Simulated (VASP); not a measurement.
# Si4IrPd (I4_1/amd) in VASP: single point with PBE

Aim: the single point of Si4IrPd with PBE.

All numbers are computed with VASP 6.6.1; they aren't measurements. Logs are shortened: lines on timing, memory, paths and dates and some standing lists are left out, and cuts for length are marked.

## Step 1: The cell of the first run

The structure is tetragonal, space group I4_1/amd (No. 141). Conventional cell: a = 5.759 Å, b = 5.759 Å, c = 11.478 Å, α = 90.00°, β = 90.00°, γ = 90.00°. Si (site symmetry 2) has 2 Ir at 2.48 Å and 2 Pd at 2.50 Å and 6 Si at 2.83 to 2.92 Å within 3.3 Å. Within 3.3 Å of Pd (site symmetry -4m2) lie 8 Si at 2.50 Å. Ir (site symmetry -4m2) has 8 Si at 2.48 Å within 3.3 Å.

## Step 2: Single point, PBE

Contents of INCAR:

```
ALGO = Normal ; EDIFF = 1E-6
ENCUT = 520 ; GGA = PE
ISIF = 2 ; ISMEAR = 0
LASPH = T ; LCHARG = F
LREAL = F ; LWAVE = F
NBANDS = 47 ; NELM = 80
PREC = Accurate ; SIGMA = 0.1
```

Contents of KPOINTS:

```
k-points
0
Gamma
  8 8 8
```

Contents of POSCAR:

```
Si4IrPd
1.0
   -2.8793925116      2.8793925116      5.7391294495
    2.8793925116     -2.8793925116      5.7391294495
    2.8793925116      2.8793925116     -5.7391294495
Si Pd Ir
8 2 2
Direct
    0.6289190008      0.6250000000      0.5039190008
    0.1210809992      0.6250000000      0.9960809992
    0.6289190008      0.1250000000      0.0039190008
    0.1210809992      0.1250000000      0.4960809992
    0.8750000000      0.3710809992      0.9960809992
    0.3750000000      0.8789190008      0.0039190008
    0.8750000000      0.8789190008      0.5039190008
    0.3750000000      0.3710809992      0.4960809992
    0.2500000000      0.7500000000      0.5000000000
    0.5000000000      0.5000000000      0.0000000000
    0.7500000000      0.2500000000      0.5000000000
    0.0000000000      0.0000000000      0.0000000000
```

Potentials or basis: VASP PAW PBE potentials, release 64 (Si, Pd, Ir).

Command:

```console
$ cat potpaw_PBE.64/Si/POTCAR potpaw_PBE.64/Pd/POTCAR potpaw_PBE.64/Ir/POTCAR > POTCAR
$ mpirun -np 1 vasp_std > vasp.out
```

OUTCAR:

```text
EDIFF = 1E-6
   ENCUT = 520
   GGA = PE
   ISIF = 2
   ISMEAR = 0
   LASPH = T
   LREAL = F
   NELM = 80
   PREC = Accurate

 ion  position               nearest neighbor table
   1  0.629  0.625  0.504-  11 2.48  12 2.48   9 2.50  10 2.50   2 2.83   7 2.87   8 2.87   3 2.88
                             3 2.88   2 2.92
   2  0.121  0.625  0.996-  11 2.48  12 2.48   9 2.50  10 2.50   1 2.83   6 2.87   5 2.87   4 2.88
                             4 2.88   1 2.92
   3  0.629  0.125  0.004-  11 2.48  12 2.48   9 2.50  10 2.50   4 2.83   5 2.87   6 2.87   1 2.88
                             1 2.88   4 2.92
   4  0.121  0.125  0.496-  12 2.48  11 2.48  10 2.50   9 2.50   3 2.83   8 2.87   7 2.87   2 2.88
                             2 2.88   3 2.92
   5  0.875  0.371  0.996-  11 2.48  12 2.48   9 2.50  10 2.50   7 2.83   2 2.87   3 2.87   8 2.88
                             8 2.88   7 2.92
   6  0.375  0.879  0.004-  11 2.48  12 2.48  10 2.50   9 2.50   8 2.83   3 2.87   2 2.87   7 2.88
                             7 2.88   8 2.92
   7  0.875  0.879  0.504-  12 2.48  11 2.48  10 2.50   9 2.50   5 2.83   4 2.87   1 2.87   6 2.88
                             6 2.88   5 2.92
   8  0.375  0.371  0.496-  11 2.48  12 2.48  10 2.50   9 2.50   6 2.83   1 2.87   4 2.87   5 2.88
                             5 2.88   6 2.92
   9  0.250  0.750  0.500-   3 2.50   5 2.50   1 2.50   4 2.50   7 2.50   8 2.50   2 2.50   6 2.50

  10  0.500  0.500  0.000-   7 2.50   4 2.50   2 2.50   3 2.50   5 2.50   6 2.50   1 2.50   8 2.50

  11  0.750  0.250  0.500-   3 2.48   5 2.48   1 2.48   4 2.48   2 2.48   6 2.48   7 2.48   8 2.48

  12  0.000  0.000  0.000-   4 2.48   7 2.48   3 2.48   1 2.48   5 2.48   6 2.48   2 2.48   8 2.48

  LATTYP: Found a body centered tetragonal cell.
 ALAT       =     5.7587850232
 C/A-ratio  =     1.9931737081

  Lattice vectors:

 A1 = (  -2.8793925116,   2.8793925116,   5.7391294495)
 A2 = (   2.8793925116,  -2.8793925116,   5.7391294495)
 A3 = (   2.8793925116,   2.8793925116,  -5.7391294495)

Analysis of symmetry for initial positions (statically):
=====================================================================
 Subroutine PRICEL returns:
 Original cell was already a primitive cell.

 Routine SETGRP: Setting up the symmetry group for a
 body centered tetragonal supercell.

 Subroutine GETGRP returns: Found 16 space group operations
 (whereof  8 operations were pure point group operations)
 out of a pool of 16 trial point group operations.

The static configuration has the point symmetry D_2d.
 The point group associated with its full space group is D_4h.

Analysis of symmetry for dynamics (positions and initial velocities):
=====================================================================
 Subroutine PRICEL returns:
 Original cell was already a primitive cell.

 Routine SETGRP: Setting up the symmetry group for a
 body centered tetragonal supercell.

 Subroutine GETGRP returns: Found 16 space group operations
 (whereof  8 operations were pure point group operations)
 out of a pool of 16 trial point group operations.

The dynamic configuration has the point symmetry D_2d.
 The point group associated with its full space group is D_4h.

 Subroutine INISYM returns: Found 16 space group operations
 (whereof  8 operations are pure point group operations),
 and found     1 'primitive' translations

----------------------------------------------------------------------------------------

                                     Primitive cell

  volume of cell :     190.3302

  direct lattice vectors                    reciprocal lattice vectors
    -2.879392512  2.879392512  5.739129450     0.000000000  0.173647739  0.087121227
     2.879392512 -2.879392512  5.739129450     0.173647739  0.000000000  0.087121227
     2.879392512  2.879392512 -5.739129450     0.173647739  0.173647739  0.000000000

  length of vectors
     7.037002864  7.037002864  7.037002864     0.194277239  0.194277239  0.245574988

  position of ions in fractional coordinates (direct lattice)
     0.628919001  0.625000000  0.503919001
     0.121080999  0.625000000  0.996080999
     0.628919001  0.125000000  0.003919001
     0.121080999  0.125000000  0.496080999
     0.875000000  0.371080999  0.996080999
     0.375000000  0.878919001  0.003919001
     0.875000000  0.878919001  0.503919001
     0.375000000  0.371080999  0.496080999
     0.250000000  0.750000000  0.500000000
     0.500000000  0.500000000  0.000000000
     0.750000000  0.250000000  0.500000000
     0.000000000  0.000000000  0.000000000

  ion indices of the primitive-cell ions
[... 29 lines left out ...]
  Length of vectors
     0.024284655  0.024284655  0.030696873

  Shift w.r.t. Gamma in fractional coordinates (k-lattice)
     0.000000000  0.000000000  0.000000000

 Subroutine IBZKPT returns following result:
 ===========================================

 Found     59 irreducible k-points:

 Following reciprocal coordinates:
            Coordinates               Weight
  0.000000  0.000000  0.000000      1.000000
  0.125000  0.000000 -0.000000      8.000000
  0.250000  0.000000 -0.000000      8.000000
  0.375000  0.000000 -0.000000      8.000000
  0.500000  0.000000 -0.000000      4.000000
  0.125000  0.125000 -0.000000      8.000000
[... 16 lines left out ...]
  0.250000  0.125000  0.125000     16.000000
  0.375000  0.125000  0.125000      8.000000
 [... further k-points ...]
   k-points           NKPTS =     59   k-points in BZ     NKDIM =     59   number of bands    NBANDS=     47
   number of dos      NEDOS =    301   number of ions     NIONS =     12
   total plane-waves  NPLWV = 157464
   dimension x,y,z NGX =    54 NGY =   54 NGZ =   54
   dimension x,y,z NGXF=   108 NGYF=  108 NGZF=  108
   ions per type =               8   2   2
   NGX,Y,Z   is equivalent  to a cutoff of  12.76, 12.76, 12.76 a.u.
   NGXF,Y,Z  is equivalent  to a cutoff of  25.51, 25.51, 25.51 a.u.
 SYSTEM =  unknown system
   PREC   = accura    normal or accurate (medium, high low for compatibility)
   ISTART =      0    job   : 0-new  1-cont  2-samecut
   ICHARG =      2    charge: 1-file 2-atom 10-const
   ISPIN  =      1    spin polarized calculation?
   LNONCOLLINEAR =      F non collinear calculations
   LSORBIT =      F    spin-orbit coupling
   LASPH  =      T    aspherical Exc in radial PAW
   ENCUT  =  520.0 eV  38.22 Ry    6.18 a.u.  13.08 13.08 13.08*2*pi/ulx,y,z
   NELM   =     80;   NELMIN=  2; NELMDL= -5     # of ELM steps
   EDIFF  = 0.1E-05   stopping-criterion for ELM
   LREAL  =      F    real-space projection
   EDIFFG = 0.1E-04   stopping-criterion for IOM
   NSW    =      0    number of steps for IOM
   IBRION =     -1    ionic relax: 0-MD 1-quasi-New 2-CG
   NFREE  =      0    steps in history (QN), initial steepest desc. (CG)
   ISIF   =      2    stress and relaxation
   ISYM   =      2    0-nonsym 1-usesym 2-fastsym
   POTIM  = 0.5000    time-step for ionic-motion
   TEBEG  =    0.0;   TEEND  =   0.0 temperature during run
   PSTRESS=    0.0 pullay stress
   NELECT =      70.0000    total number of electrons
   NUPDOWN=      -1.0000    fix difference up-down
   EMIN   =  10.00;   EMAX   =-10.00  energy-range for DOS
   EFERMI =   0.00;   METHOD = LEGACY
   ISMEAR =     0;   SIGMA  =   0.10  broadening in eV -4-tet -1-fermi 0-gaus
   EFERMI_NEDOS =   21; number of points for ismear=-14 and -15
   IALGO  =     38    algorithm
   IMIX   =      4    mixing-type and parameters
     AMIX     =   0.40;   BMIX     =  1.00
     AMIX_MAG =   1.60;   BMIX_MAG =  1.00
  volume/ion in A,a.u.               =      15.86       107.03
  Fermi-wavevector in a.u.,A,eV,Ry     =   1.172929  2.216514 18.718373  1.375762
  Thomas-Fermi vector in A             =   2.309350
   LORBIT       =      0    0 simple, 1 ext, 2 COOP (PROOUT), +10 PAW based schemes
   GGA     = PE    functional components
   LHFCALC =     F    Hartree Fock is set to
   AEXX    =    0.0000 exact exchange contribution
   IVDW    =     0    specifies the selected vdW correction
   LEPSILON=     F    determine dielectric tensor
   LRPA    =     F    only Hartree local field effects (RPA)
 non-spin polarized calculation
 Gauss-broadening in eV      SIGMA  =   0.10
  energy-cutoff  :      520.00
  volume of cell :      190.33
 maximum number of plane-waves:      5186
 NGX is ok and might be reduce to    54
   NGX = 27   NGY = 27   NGZ = 27

 number of electron      70.0000001 magnetization

 Free energy of the ion-electron system (eV)
  ---------------------------------------------------
  ext. energy  EPLUGINS =         0.00000000
  ---------------------------------------------------
  free energy    TOTEN  =       -76.15701614 eV

  energy without entropy =      -76.14340759  energy(sigma->0) =      -76.15021187

 E-fermi :   9.0604     XC(G=0): -11.2929

 val. band max:        9.0515012254   @ k =   0.5000   0.5000   0.5000
 cond. band min:       9.0733741952   @ k =  -0.3750  -0.3750   0.3750
 fundamental gap:      0.0218729698
 Fermi energy:         9.0603992705

 k-point     1 :       0.0000    0.0000    0.0000
  band No.  band energies     occupation
      1      -3.5605      2.00000
      2       0.1442      2.00000
      3       0.4649      2.00000
      4       0.4649      2.00000
      5       0.4720      2.00000
      6       0.4720      2.00000
[... 1189 lines left out ...]
     46      13.1191      0.00000
     47      13.2634      0.00000

 [... further k-points ...]

------------------------ aborting loop because EDIFF is reached ----------------------------------------

  FORCE on cell =-STRESS in cart. coord.  units (eV):
  Direction    XX          YY          ZZ          XY          YZ          ZX
  --------------------------------------------------------------------------------------
  -------------------------------------------------------------------------------------
  Total        0.0441915      0.0441915     -0.0160547      0.0000000      0.0000000      0.0000000
  in kB        0.3719992      0.3719992     -0.1351467      0.0000000      0.0000000      0.0000000
  external PRESSURE =       0.2029506 kB  Pullay stress =       0.0000000 kB

 VOLUME and BASIS-vectors are now :
 -----------------------------------------------------------------------------
  energy-cutoff  :      520.00
  volume of cell :      190.33
      direct lattice vectors                 reciprocal lattice vectors
    -2.879392512  2.879392512  5.739129450     0.000000000  0.173647739  0.087121227
     2.879392512 -2.879392512  5.739129450     0.173647739  0.000000000  0.087121227
     2.879392512  2.879392512 -5.739129450     0.173647739  0.173647739  0.000000000

 POSITION                                       TOTAL-FORCE (eV/Angst)
 -----------------------------------------------------------------------------------
      1.43970      1.46226      4.30435         0.000000     -0.002394      0.000000
      4.31909      1.41713     -1.43478         0.000000      0.002394      0.000000
     -1.43970      1.46226      4.30435         0.000000     -0.002394      0.000000
      1.43970      1.41713     -1.43478         0.000000      0.002394      0.000000
      1.41713      4.31909      1.43478         0.002394      0.000000      0.000000
      1.46226     -1.43970      7.17391        -0.002394      0.000000      0.000000
      1.46226      1.43970      7.17391        -0.002394      0.000000      0.000000
      1.41713      1.43970      1.43478         0.002394      0.000000      0.000000
      2.87939     -0.00000      2.86956         0.000000      0.000000     -0.000000
      0.00000      0.00000      5.73913         0.000000      0.000000      0.000000
     -0.00000      2.87939      2.86956         0.000000      0.000000     -0.000000
      0.00000      0.00000      0.00000         0.000000      0.000000      0.000000
 -----------------------------------------------------------------------------------
    total drift:                                0.000000      0.000000     -0.000000

  FREE ENERGIE OF THE ION-ELECTRON SYSTEM (eV)
  ---------------------------------------------------
  free  energy   TOTEN  =       -76.1570161415 eV

  energy  without entropy=      -76.1434075927  energy(sigma->0) =      -76.15021187
```

Wall time 14 min (1 thread of Oxide Virtual Turin-like, shared host); peak memory 0.66 GiB.

Results:

```yaml
Free_energy: -76.1570 eV
Pressure: 0.0 GPa
Band_gap_on_the_k_mesh: zero (band 35 reaches 10.34 eV, above the bottom of band 36 at 8.30 eV)
```

Forces in eV/Å, atoms in the order of the input:
```
Si   0.000 -0.002  0.000
Si   0.000  0.002  0.000
Si   0.000 -0.002  0.000
Si   0.000  0.002  0.000
Si   0.002  0.000  0.000
Si  -0.002  0.000  0.000
Si  -0.002  0.000  0.000
Si   0.002  0.000  0.000
Pd   0.000  0.000  0.000
Pd   0.000  0.000  0.000
Ir   0.000  0.000  0.000
Ir   0.000  0.000  0.000
```

Levels at points of the mesh, in eV from the Fermi level:
```csv
k point,band 31,band 32,band 33,band 34,band 35,band 36,band 37,band 38,band 39,band 40
"(0.00, 0.00, 0.00)",-2.72,-2.01,-1.52,-1.43,1.10,2.48,2.48,2.92,2.92,3.16
"(0.50, 0.00, 0.00)",-1.90,-1.64,-1.06,-0.91,-0.18,0.39,0.72,1.21,1.91,2.52
"(0.50, 0.50, 0.00)",-0.87,-0.87,-0.85,-0.85,-0.17,-0.17,1.07,1.07,1.94,1.94
"(0.50, 0.50, 0.50)",-0.98,-0.98,-0.84,-0.84,-0.77,-0.77,-0.01,-0.01,1.23,1.23
```

Caveat: spin-orbit coupling is left out, which moves the levels of the heavy elements.
